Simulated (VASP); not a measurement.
# Li (Im-3m) in VASP: further runs, part 2 of 2

VASP 6.6.1. The steps go on from the part before.

## Step 4: Vibrations by perturbation theory, PBE

File INCAR:

```
SYSTEM = Li
  ALGO = Normal
  EDIFF = 1E-8
  ENCUT = 520
  GGA = PE
  IBRION = 8
  ISIF = 2
  ISMEAR = -1
  LASPH = .TRUE.
  LCHARG = .FALSE.
  LREAL = .FALSE.
  LWAVE = .FALSE.
  NBANDS = 8
  NELM = 100
  NSW = 1
  PREC = Accurate
  SIGMA = 0.05
```

File KPOINTS:

```
k-points
0
G
  8 8 8
  0 0 0
```

File POSCAR:

```
Li
1.0
   -1.7546500000      1.7546500000      1.7546500000
    1.7546500000     -1.7546500000      1.7546500000
    1.7546500000      1.7546500000     -1.7546500000
Li
1
Direct
    0.0000000000      0.0000000000      0.0000000000
```

Potentials or basis: VASP PAW PBE potentials, release 64 (Li_sv).

The run is started by

```
$ cat potpaw_PBE.64/Li_sv/POTCAR > POTCAR
$ mpirun -np 1 vasp_std > vasp.out
```

OUTCAR:

```text
SYSTEM = Li
   EDIFF = 1E-8
   ENCUT = 520
   GGA = PE
   IBRION = 8
   ISIF = 2
   ISMEAR = -1
   LASPH = .TRUE.
   LREAL = .FALSE.
   NELM = 100
   NSW = 1
   PREC = Accurate

 ion  position               nearest neighbor table
   1  0.000  0.000  0.000-

  LATTYP: Found a body centered cubic cell.
 ALAT       =     3.5093000000

  Lattice vectors:

 A1 = (  -1.7546500000,   1.7546500000,   1.7546500000)
 A2 = (   1.7546500000,  -1.7546500000,   1.7546500000)
 A3 = (   1.7546500000,   1.7546500000,  -1.7546500000)

Analysis of symmetry for initial positions (statically):
=====================================================================
 Subroutine PRICEL returns:
 Original cell was already a primitive cell.

 Routine SETGRP: Setting up the symmetry group for a
 body centered cubic supercell.

 Subroutine GETGRP returns: Found 48 space group operations
 (whereof 48 operations were pure point group operations)
 out of a pool of 48 trial point group operations.

The static configuration has the point symmetry O_h .

Analysis of symmetry for dynamics (positions and initial velocities):
=====================================================================
 Subroutine PRICEL returns:
 Original cell was already a primitive cell.

 Routine SETGRP: Setting up the symmetry group for a
 body centered cubic supercell.

[... 436 lines left out ...]
  energy-cutoff  :      520.00
  volume of cell :       21.61
      direct lattice vectors                 reciprocal lattice vectors
    -1.754650000  1.754650000  1.754650000     0.000000000  0.284957114  0.284957114
     1.754650000 -1.754650000  1.754650000     0.284957114  0.000000000  0.284957114
     1.754650000  1.754650000 -1.754650000     0.284957114  0.284957114  0.000000000

 POSITION                                       TOTAL-FORCE (eV/Angst)
 -----------------------------------------------------------------------------------
      0.00000      0.00000      0.00000         0.000000     -0.000000     -0.000000
 -----------------------------------------------------------------------------------
    total drift:                               -0.000000      0.000000     -0.000000

  FREE ENERGIE OF THE ION-ELECTRON SYSTEM (eV)
  ---------------------------------------------------
  free  energy   TOTEN  =        -1.8935842026 eV

  energy  without entropy=       -1.8859880926  energy(sigma->0) =       -1.88978615

[... ionic steps 2 to 3 ...]

--------------------------------------- Ionic step        4  -------------------------------------------

 Free energy of the ion-electron system (eV)
  ---------------------------------------------------
  ---------------------------------------------------
  free energy    TOTEN  =        -0.18778309 eV

  energy without entropy =       -0.18778309

------------------------ aborting loop because EDIFF is reached ----------------------------------------

 INTERNAL STRAIN TENSOR  FOR ION    1  DIRECTION 1   (eV/Angst):
 -----------------------------------------------------------------------------
     0.00546 -0.00000 -0.00000
     0.00000  0.00613 -0.00000
    -0.00000 -0.00000  0.00613

 INTERNAL STRAIN TENSOR FOR ION    1 for displacements in x,y,z  (eV/Angst):
          X           Y           Z          XY          YZ          ZX
  --------------------------------------------------------------------------------
  x     0.00000     0.00000     0.00000     0.00000     0.00000     0.00000
  y     0.00000     0.00000     0.00000     0.00000     0.00000     0.00000
  z     0.00000     0.00000     0.00000     0.00000     0.00000     0.00000

 SECOND DERIVATIVES (NOT SYMMETRIZED)
 ------------------------------------
               1X          1Y          1Z
  1X     0.065854    0.000000    0.000000
  1Y     0.000000    0.065854    0.000000
  1Z     0.000000    0.000000    0.065854

 Eigenvectors and eigenvalues of the dynamical matrix
 ----------------------------------------------------

   1 f/i=    1.515249 THz     9.520588 2PiTHz   50.543256 cm-1     6.266562 meV
             X         Y         Z           dx          dy          dz
      0.000000  0.000000  0.000000     1.000000    0.000000    0.000000

   2 f/i=    1.515249 THz     9.520588 2PiTHz   50.543256 cm-1     6.266562 meV
             X         Y         Z           dx          dy          dz
      0.000000  0.000000  0.000000     0.000000    1.000000    0.000000

   3 f/i=    1.515249 THz     9.520588 2PiTHz   50.543256 cm-1     6.266562 meV
             X         Y         Z           dx          dy          dz
      0.000000  0.000000  0.000000     0.000000    0.000000    1.000000

--------------------------------------------------------------------------------------------------------

 ELASTIC MODULI CONTR FROM IONIC RELAXATION (kBar)
 Direction    XX          YY          ZZ          XY          YZ          ZX
 --------------------------------------------------------------------------------
 XX           0.0000      0.0000      0.0000      0.0000      0.0000      0.0000
 YY           0.0000      0.0000      0.0000      0.0000      0.0000      0.0000
 ZZ           0.0000      0.0000      0.0000      0.0000      0.0000      0.0000
 XY           0.0000      0.0000      0.0000      0.0000      0.0000      0.0000
 YZ           0.0000      0.0000      0.0000      0.0000      0.0000      0.0000
 ZX           0.0000      0.0000      0.0000      0.0000      0.0000      0.0000
 --------------------------------------------------------------------------------
```

stdout:

```text
POSCAR found type information on POSCAR Li
 POSCAR found :  1 types and       1 ions
 scaLAPACK will be used
 LDA part: xc-table for (Slater+PW92), standard interpolation
 POSCAR, INCAR and KPOINTS ok, starting setup
 FFT: planning ... GRIDC
 FFT: planning ... GRID_SOFT
 FFT: planning ... GRID
 WAVECAR not read
 entering main loop
 Linear response reoptimize wavefunctions to high precision
 Linear response DOF=           1
 Linear response progress:
 first order change of Fermi-energy  -0.11380E-03
 force on displaced ion       1 direction 1 :   0.066   0.000   0.000
 Linear response finished
```

Wall time 13 s (1 thread of Intel Xeon Platinum 8488C (Sapphire Rapids), shared host); peak memory 0.13 GiB.

Caveat: the cutoff is under 1.25 times the usual one of these potentials, so pressure, stress and relaxed cells hold a basis-set (Pulay) error; some modes are imaginary.

## Step 5: Elastic constants, PBEsol

File INCAR:

```
SYSTEM = Li
ALGO = Normal ; EDIFF = 1E-8
ENCUT = 600 ; GGA = PS
IBRION = 6 ; ISIF = 3
ISMEAR = -1 ; LASPH = .TRUE.
LCHARG = .TRUE. ; LREAL = .FALSE.
LWAVE = .FALSE. ; NELM = 60
NFREE = 2 ; NSW = 1
POTIM = 0.015 ; PREC = Accurate
SIGMA = 0.05
```

KPOINTS is that of step 4.

POSCAR is that of step 4.

The run is started by

```
$ cat potpaw_PBE.64/Li_sv/POTCAR > POTCAR
$ mpirun -np 1 vasp_std > vasp.out
```

Wall time 53 s (1 thread of Intel Xeon 6975P-C, shared host); peak memory 0.16 GiB.

Results (log left out):

```yaml
Elastic_constants_C11_C12_C44: 6, 14, -8 GPa
Voigt_bulk_modulus: 11 GPa
```

Elastic tensor in Voigt notation (GPa, in the Cartesian axes of the cell as first typed):
```
 6 14 14  0  0  0
14  6 14  0  0  0
14 14  6  0  0  0
 0  0  0 -8  0  0
 0  0  0  0 -8  0
 0  0  0  0  0 -8
```

Clamped-ion elastic tensor (GPa):
```
 6 14 14  0  0  0
14  6 14  0  0  0
14 14  6  0  0  0
 0  0  0 -8  0  0
 0  0  0  0 -8  0
 0  0  0  0  0 -8
```

Caveat: the cutoff is under 1.25 times the usual one of these potentials, so pressure, stress and relaxed cells hold a basis-set (Pulay) error; the elastic tensor has a negative eigenvalue, so either the cell is unstable as it stands or the mesh is too thin; the PAW data sets were made with another functional, which shifts forces and pressure a little.

## Step 6: Density of states, PBEsol

POSCAR is that of step 5.

File INCAR.step1:

```
SYSTEM = Li
  PREC = Accurate
  ENCUT = 520
  EDIFF = 1E-6
  ISMEAR = -1
  SIGMA = 0.05
  LREAL = .False.
  LASPH = .True.
  NELM = 80
  ALGO = Normal
  ISIF = 2
  LWAVE = .False.
  LCHARG = .True.
  GGA = PS
  NBANDS = 8
```

File KPOINTS.step1:

```
Automatic mesh
0
Gamma
  6 6 6
  0 0 0
```

File INCAR.step2:

```
SYSTEM = Li
  PREC = Accurate
  ENCUT = 520
  EDIFF = 1E-6
  ISMEAR = -5
  SIGMA = 0.05
  LREAL = .False.
  LASPH = .True.
  NELM = 80
  ALGO = Normal
  ISIF = 2
  LWAVE = .False.
  LCHARG = .False.
  GGA = PS
  LORBIT = 11
  NBANDS = 8
  NEDOS = 2001
  ICHARG = 11
```

File KPOINTS.step2:

```
Automatic mesh
0
Gamma
  9 9 9
  0 0 0
```

Potentials or basis: VASP PAW PBE potentials, release 64 (Li_sv).

The run is started by

```
$ cat potpaw_PBE.64/Li_sv/POTCAR > POTCAR
$ cp INCAR.step1 INCAR
$ cp KPOINTS.step1 KPOINTS
$ mpirun -np 1 vasp_std > vasp.out
$ cp INCAR.step2 INCAR
$ cp KPOINTS.step2 KPOINTS
$ mpirun -np 1 vasp_std > vasp.out
```

Wall time 4.6 s (1 thread of Intel Xeon 6975P-C, shared host); peak memory 0.13 GiB.

Results (log left out):

| Quantity | Value |
| --- | --- |
| Valence electrons inside the program's atomic spheres | Li 2.07 |

Levels at points of the mesh, in eV from the Fermi level:
```
           k point  band 1  band 2  band 3  band 4  band 5  band 6
(0.00, 0.00, 0.00)  -46.07   -3.51   13.94   13.94   13.94   18.53
```

Caveat: the k points lie up to 0.42 Å⁻¹ apart; the cutoff is under 1.25 times the usual one of these potentials, so pressure, stress and relaxed cells hold a basis-set (Pulay) error; the PAW data sets were made with another functional, which shifts forces and pressure a little; tetrahedron occupations give inexact forces and stress in metals.

## Step 7: Density of states, RPBE

POSCAR is that of step 6.

File INCAR.step1:

```
SYSTEM = Li
PREC = Accurate
ENCUT = 520
EDIFF = 1E-6
ISMEAR = -1
SIGMA = 0.05
LREAL = .False.
LASPH = .True.
NELM = 100
ALGO = Normal
ISIF = 2
LWAVE = .False.
LCHARG = .True.
GGA = RP
NBANDS = 8
```

File KPOINTS.step1:

```
regular mesh
0
Gamma
  6 6 6
  0 0 0
```

File INCAR.step2:

```
SYSTEM = Li
PREC = Accurate
ENCUT = 520
EDIFF = 1E-6
ISMEAR = -5
SIGMA = 0.05
LREAL = .False.
LASPH = .True.
NELM = 100
ALGO = Normal
ISIF = 2
LWAVE = .False.
LCHARG = .False.
GGA = RP
LORBIT = 11
NBANDS = 8
NEDOS = 1001
ICHARG = 11
```

File KPOINTS.step2:

```
regular mesh
0
Gamma
  9 9 9
  0 0 0
```

The run is started by

```
$ cat potpaw_PBE.64/Li_sv/POTCAR > POTCAR
$ cp INCAR.step1 INCAR
$ cp KPOINTS.step1 KPOINTS
$ mpirun -np 1 vasp_std > vasp.out
$ cp INCAR.step2 INCAR
$ cp KPOINTS.step2 KPOINTS
$ mpirun -np 1 vasp_std > vasp.out
```

It took 4.3 s on 1 thread of Intel Xeon 6975P-C, shared host; peak memory 0.13 GiB.

Results (log left out):

```yaml
Valence_electrons_inside_the_program's_atomic_spheres: Li 2.06
```

Levels at points of the mesh, in eV from the Fermi level:
```tsv
k point	band 1	band 2	band 3	band 4	band 5
(0.00, 0.00, 0.00)	-46.88	-3.53	14.14	14.14	14.14
```

Caveat: the k points lie up to 0.42 Å⁻¹ apart; the cutoff is under 1.25 times the usual one of these potentials, so pressure, stress and relaxed cells hold a basis-set (Pulay) error; the PAW data sets were made with another functional, which shifts forces and pressure a little; tetrahedron occupations give inexact forces and stress in metals.
